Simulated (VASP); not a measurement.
Crystal: Si2Ni.

```
Si Ni
1.0
     0.00000    2.72797    2.72797
     2.72797    0.00000    2.72797
     2.72797    2.72797    0.00000
Si Ni
2 1
Cartesian
  1.3640 1.3640 1.3640
  4.0920 4.0920 4.0920
  0.0000 0.0000 0.0000
```

Base run:

```yaml
Program: VASP 6.6.1
Functional: LDA
Potentials_or_basis: VASP PAW LDA potentials, release 64 (Si, Ni)
Cutoff: 520 eV
k_mesh: 14 × 14 × 14
Occupations: gaussian, width 0.15 eV
Spin: collinear spin, ferromagnetic start
Starting_moments: "[0.0, 0.0, 0.75] μB"
Fixed_moment: 0.75 μB
```

Its results: pressure -6.5 GPa; site moments Si +0.10; Ni +0.35 μB.

Problem. The run is repeated on the same cell with these changes: fixed moment from 0.75 μB to 0.25 μB; moments at the start from [0.0, 0.0, 0.75] to [0.0, 0.0, 0.25]. What comes out?

Solution. Pressure -8.3 GPa; site moments Si +0.03; Ni +0.13 μB.

Caveats: the total moment is fixed, so each spin has its own Fermi level.
